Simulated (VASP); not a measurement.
A run of VASP 6.6.1:

File INCAR:

```
SYSTEM = WS2
ALGO = Normal
DIPOL = 0.5 0.5 0.500
EDIFF = 1E-6
ENCUT = 520
GGA = PE
IDIPOL = 3
ISIF = 2
ISMEAR = 0
IVDW = 12
LASPH = .True.
LCHARG = .False.
LDIPOL = .True.
LREAL = .False.
LWAVE = .False.
NBANDS = 20
NELM = 60
PREC = Accurate
SIGMA = 0.02
```

File KPOINTS:

```
k-points
0
Gamma
  12 12 1
  0 0 0
```

Contents of POSCAR:

```
WS2
1.0
    3.3490000000      0.0000000000      0.0000000000
   -1.6745000000      2.9003190773      0.0000000000
    0.0000000000      0.0000000000     32.2910878415
S W
2 1
Direct
    0.3333333333      0.6666666667      0.4524697866
    0.3333333333      0.6666666667      0.5475424585
    0.6666666667      0.3333333333      0.5000061203
```

Potentials or basis: VASP PAW PBE potentials, release 64 (S, W_sv).

Run with:

```sh
$ cat potpaw_PBE.64/S/POTCAR potpaw_PBE.64/W_sv/POTCAR > POTCAR
$ mpirun -np 1 vasp_std > vasp.out
```

Hardware: 1 thread of Intel(R) Xeon(R) 6975P-C (Granite Rapids) (shared host).

Task: Estimate the wall time of this run.

Result: It took 2.2 min on 1 thread of Intel(R) Xeon(R) 6975P-C (Granite Rapids) (shared host), peak memory 0.51 GiB. Counts: scf iterations 22, k points 19.
